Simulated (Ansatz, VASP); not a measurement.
**Ga: VASP beside Ansatz**

File POSCAR:

```
Ga
1.0
   -1.3751071731      1.3751071731      2.2957117997
    1.3751071731     -1.3751071731      2.2957117997
    1.3751071731      1.3751071731     -2.2957117997
Ga
1
Direct
    0.0000000000      0.0000000000      0.0000000000
```

INCAR.step1

```
ALGO = Normal
EDIFF = 1E-5
ENCUT = 520
GGA = PE
ISIF = 2
ISMEAR = -1
KPAR = 4
LASPH = True
LCHARG = False
LREAL = False
LWAVE = True
NBANDS = 12
NELM = 60
PREC = Accurate
SIGMA = 0.05
```

Contents of INCAR.step2:

```
ALGO = Normal
EDIFF = 1E-6
ENCUT = 520
GGA = PE
HFSCREEN = 0.2079
ISIF = 2
ISMEAR = -1
ISTART = 1
KPAR = 4
LASPH = True
LCHARG = False
LHFCALC = True
LREAL = False
LWAVE = False
NBANDS = 12
NELM = 60
PREC = Accurate
PRECFOCK = Normal
SIGMA = 0.05
```

The input KPOINTS:

```
k-points
0
Gamma
  8 8 8
```

Contents of input:

```
crystal:
  lattice:
    - [-1.3751071731, 1.3751071731, 2.2957117997]
    - [1.3751071731, -1.3751071731, 2.2957117997]
    - [1.3751071731, 1.3751071731, -2.2957117997]
  atoms:
    - { symbol: Ga, position: [0.0, 0.0, 0.0] }
hamiltonian:
  xc: hse06
  pseudopotentials: { kind: paw }
kpoints:
  mp_grid: { grid: [8, 8, 8] }
scf:
  occupations: { method: fermi_dirac, width: 0.05 }
output:
  forces: true
  stress: true
  eigenvalues: true
  write_density: true
  write_potential: true
  elf: true
  volumetric_format: npy
```

Alike in both runs: task single point; functional HSE06; k mesh 8 × 8 × 8; occupations fermi-dirac, width 0.05 eV; no spin polarisation.

|  | VASP | Ansatz |
| --- | --- | --- |
| version | VASP 6.6.1 | Ansatz 0.2.0 |
| potentials or method | VASP PAW PBE potentials, release 64 (Ga_d) | Ansatz PAW |
| plane-wave cutoff (eV) | 520 | 420 |
| valence electrons in the cell | 13 | 13 |

Ansatz gave:

| Property | Result |
| --- | --- |
| gap on the k mesh at the Fermi level (eV) | none |
| pressure (GPa) | 3.9 |
| traceless stress, the component that is largest in VASP (GPa) | 0.50 |

Question: What did VASP give for the same quantities?

Answer: gap on the k mesh at the Fermi level (eV): none; pressure (GPa): 4.2; traceless stress, the component that is largest in VASP (GPa): 0.47.

A gap of «none» marks a metal or a gap that the smearing closes.

The k mesh is coarse, so the values compare programs but aren't converged.
